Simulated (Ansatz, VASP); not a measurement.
# Two plane-wave programs on SrO

```
Sr O
1.0
     0.00000    2.60362    2.60362
     2.60362    0.00000    2.60362
     2.60362    2.60362    0.00000
Sr O
1 1
Direct
  0.00000 0.00000 0.00000
  0.50000 0.50000 0.50000
```

Change from the starting cell: volume scaled by 1.04, PAW files.

Alike in both runs: task electric field gradients; functional PBEsol; k mesh 8 × 8 × 8; occupations fermi-dirac, width 0.03 eV; no spin polarisation.

|  | VASP | Ansatz |
| --- | --- | --- |
| version | VASP 6.6.1 | Ansatz 0.2.0 |
| potentials or method | VASP PAW PBE potentials, release 64 (Sr_sv, O) | PAW with Ansatz's default frozen-core files, scalar-relativistic |
| plane-wave cutoff (eV) | 520 | 420 |
| valence electrons in the cell | 16 | 16 |

|  | VASP | Ansatz | Ansatz less VASP |
| --- | --- | --- | --- |
| gap on the k mesh at the Fermi level (eV) | 3.18 | 3.22 | +0.044 |
| pressure (GPa) | -3.6 | -4.1 | -0.51 |

VASP's potentials were made for PBE, not for PBEsol.
